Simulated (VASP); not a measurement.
Input of a VASP 6.6.1 run:

The input INCAR:

```
PREC     = Accurate       # precision mode
ENCUT    = 520            # plane-wave cutoff, eV
EDIFF    = 1E-8           # SCF threshold, eV
ISMEAR   = -1             # smearing method
SIGMA    = 0.03           # smearing width, eV
LREAL    = F              # projectors in reciprocal space
LASPH    = T              # aspherical terms in the spheres
NELM     = 80             # most SCF steps
ALGO     = Normal         # electronic algorithm
ISIF     = 2              # what is computed and relaxed
LWAVE    = F              # write WAVECAR
LCHARG   = F              # write CHGCAR
GGA      = PS             # functional
LEFG     = T            
NBANDS   = 12             # bands
```

Contents of KPOINTS:

```
regular mesh
0
Gamma
  16 16 16
```

The input POSCAR:

```
Ga
1.0
   -1.3850247009      1.3850247009      2.1988746855
    1.3850247009     -1.3850247009      2.1988746855
    1.3850247009      1.3850247009     -2.1988746855
Ga
1
Direct
    0.0000000000      0.0000000000      0.0000000000
```

Potentials or basis: VASP PAW PBE potentials, release 64 (Ga_d).

Run with:

```console
$ cat potpaw_PBE.64/Ga_d/POTCAR > POTCAR
$ mpirun -np 1 vasp_std > vasp.out
```

Q: Predict the pressure.

A: 3.5 GPa.

Stress tensor (GPa, compression positive):
```
3.90 0.00 0.00
0.00 3.90 0.00
0.00 0.00 2.75
```

Caveat: without QUAD_EFG the Cq values of the log hold for a quadrupole moment of 1 mb, not for the nuclei; the PAW data sets were made with another functional, which shifts forces and pressure a little.
